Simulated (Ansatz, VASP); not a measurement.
## CdTe in VASP and in Ansatz

```
Cd Te
1.0
     0.00000    3.24114    3.24114
     3.24114    0.00000    3.24114
     3.24114    3.24114    0.00000
Cd Te
1 1
Direct
  0.00000 0.00000 0.00000
  0.25000 0.25000 0.25000
```

Alike in both runs: task single point; functional PBE; k mesh 10 × 10 × 10; occupations gaussian, width 0.02 eV; no spin polarisation.

```csv
,VASP,Ansatz
version,VASP 6.6.1,Ansatz 0.2.0
potentials or method,"VASP PAW PBE potentials, release 64 (Cd, Te), cutoff 520 eV","scalar-relativistic, plane waves, PAW"
valence electrons in the cell,18,36
```

|  | VASP | Ansatz | Ansatz less VASP |
| --- | --- | --- | --- |
| gap on the k mesh at the Fermi level (eV) | 0.77 | 0.77 | +0.001 |
| least direct gap on the mesh (eV) | 0.77 | 0.77 | +0.001 |
| pressure (GPa) | 2.7 | 2.5 | -0.14 |

VASP's potentials hold 18 valence electrons a cell and Ansatz's 36, so a difference there can come from the potentials and not from the codes.

Spin-orbit coupling is off throughout.
